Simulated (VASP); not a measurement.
Write the native input for VASP 6.6.1 that does the following.

```yaml
Task: single point
Functional: PBE
Dispersion: D3(BJ)
Potentials_or_basis: VASP PAW PBE potentials, release 64 (Ta_pv, N, F, H)
Cutoff: 520 eV
k_mesh: 2 × 2 × 1
Occupations: gaussian, width 0.05 eV
Spin: no spin polarisation
Dipole_correction: no
Further_INCAR_settings: ALGO = Normal; EDIFF = 1e-07; NBANDS = 65
```

The structure of Ta6HN6F lies in POSCAR:

```
Ta6HN6F
1.0
    5.2084950000      0.0000000000      0.0000000000
   -2.6042480000      4.5106890000      0.0000000000
    0.0000000000      0.0000000000     16.3721220000
Ta N F H
6 6 1 1
Direct
    0.0000000000      0.0000000000      0.0610793763
    0.3357061335      0.6717350720      0.1363245400
    0.6689972620      0.3360854628      0.1358420124
    0.0011575888      0.0082151529      0.2366133724
    0.3316659431      0.6749857949      0.3177505640
    0.6716061661      0.3519708408      0.3165425960
    0.3923922361      0.0000000000      0.0610793763
    0.6076078602      0.6076078400      0.0610793763
   -0.0000000964      0.3923921600      0.0610793763
    0.3879965398      0.0051677249      0.2326366735
    0.6172672668      0.6228383291      0.2296042016
    0.0007706262      0.3993347801      0.2317819889
   -0.5138220293      0.0303867103      0.4070031973
   -0.0035895596      0.6059449011      0.3834502333
```

One way to write it, as run:

INCAR

```
SYSTEM = Ta6HN6F
ALGO = Normal
EDIFF = 1E-7
ENCUT = 520
GGA = PE
ISIF = 2
ISMEAR = 0
IVDW = 12
LASPH = .True.
LCHARG = .True.
LELF = .True.
LREAL = .False.
LVHAR = .True.
LWAVE = .False.
NBANDS = 65
NELM = 80
PREC = Accurate
SIGMA = 0.05
```

KPOINTS

```
k-points
0
Gamma
  2 2 1
  0 0 0
```

Potentials or basis: VASP PAW PBE potentials, release 64 (Ta_pv, N, F, H).

Run with:

```console
$ cat potpaw_PBE.64/Ta_pv/POTCAR potpaw_PBE.64/N/POTCAR potpaw_PBE.64/F/POTCAR potpaw_PBE.64/H/POTCAR > POTCAR
$ mpirun -np 1 vasp_std > vasp.out
```

Results of the run:

* Largest force: 2.492 eV/Å
* Band gap on the k mesh: zero (bands 52 and 53 overlap by 0.15 eV)
* Dispersion energy per atom: -0.241 eV

Caveat: the k points lie up to 0.70 Å⁻¹ apart; there is no dipole correction, which matters where the two faces differ; spin-orbit coupling is left out, which moves the levels of the heavy elements.

Wall time 3.6 min on 1 thread of Intel(R) Xeon(R) Platinum 8488C (Sapphire Rapids) (shared host), peak memory 0.53 GiB.
